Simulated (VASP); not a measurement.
Input of a VASP 6.6.1 run:

The input INCAR:

```
ALGO     = Normal         # electronic algorithm
EDIFF    = 1E-6           # SCF threshold, eV
ENCUT    = 520            # plane-wave cutoff, eV
GGA      = PE             # functional
ISIF     = 2              # what is computed and relaxed
ISMEAR   = 0              # smearing method
KPAR     = 4            
LASPH    = T              # aspherical terms in the spheres
LCHARG   = F              # write CHGCAR
LREAL    = Auto         
LWAVE    = F              # write WAVECAR
NBANDS   = 101            # bands
NELM     = 80             # most SCF steps
PREC     = Accurate       # precision mode
SIGMA    = 0.02           # smearing width, eV
```

File KPOINTS:

```
k-points
0
Gamma
  4 4 3
```

File POSCAR:

```
In3Ga6BP10
1.0
    2.7683910000      2.7703600000      5.5056190000
   -2.7702420000     -2.7679170000      5.5053210000
    8.3622780000     -5.5924460000      2.7501080000
B P Ga In
1 10 6 3
Direct
    0.1912499001      0.9924979442      0.6050542807
    0.5281878006      0.8802201923      0.5982174380
    0.4735727893      0.3682319013      0.7876650430
    0.9969421506      0.8801882829      0.7717183712
    0.3808473619      0.8950979390      0.9896753055
    0.8004181301      0.8963335658      0.1955950396
    0.6630254727      0.3703348931      0.4103890963
    0.1568902644      0.8761379682      0.4433951503
    0.0788675993      0.3238471378      0.6023018454
    0.9001639699      0.3719817307      0.9819036901
    0.2772945186      0.3926819990      0.2198575891
    0.1082743499      0.4963785131      0.7815043995
    0.6060407396      0.9990151735      0.7829214677
    0.0147461788      0.0022108322      0.9805561957
    0.2875157015      0.4963957484      0.4247035045
    0.7900779903      0.9997344342      0.4128620017
    0.6980578595      0.4964475489      0.5997391751
    0.3933607639      0.9991736288      0.2176763326
    0.5006321090      0.5012367114      0.9962399148
    0.8978225806      0.5032867583      0.2003424720
```

Potentials or basis: VASP PAW PBE potentials, release 64 (B, P, Ga_d, In_d).

Launch:

```bash
$ cat potpaw_PBE.64/B/POTCAR potpaw_PBE.64/P/POTCAR potpaw_PBE.64/Ga_d/POTCAR potpaw_PBE.64/In_d/POTCAR > POTCAR
$ mpirun -np 4 vasp_std > vasp.out
```

Predict the largest force.

0.027 eV/Å.

What does it give for the band gap on the k mesh?

0.97 eV.

What does it give for the pressure?

0.0 GPa.

Forces on the atoms (eV/Å):
```
B    0.006 -0.005 -0.010
P   -0.015 -0.013 -0.003
P   -0.010  0.005  0.010
P   -0.015  0.019  0.014
P   -0.005  0.012  0.004
P    0.004 -0.005 -0.006
P   -0.001 -0.014  0.004
P    0.007 -0.011  0.007
P    0.000  0.001  0.010
P   -0.010  0.000  0.007
P   -0.002 -0.002  0.007
Ga   0.005  0.000 -0.006
Ga   0.003 -0.008  0.000
Ga   0.002 -0.001 -0.007
Ga   0.001  0.006 -0.003
Ga  -0.001  0.003 -0.001
Ga   0.004 -0.002 -0.011
In   0.012  0.003  0.000
In   0.017  0.004 -0.013
In  -0.002  0.010 -0.002
```

Caveat: spin-orbit coupling is left out, which moves the levels of the heavy elements. A k mesh can miss the band edges.
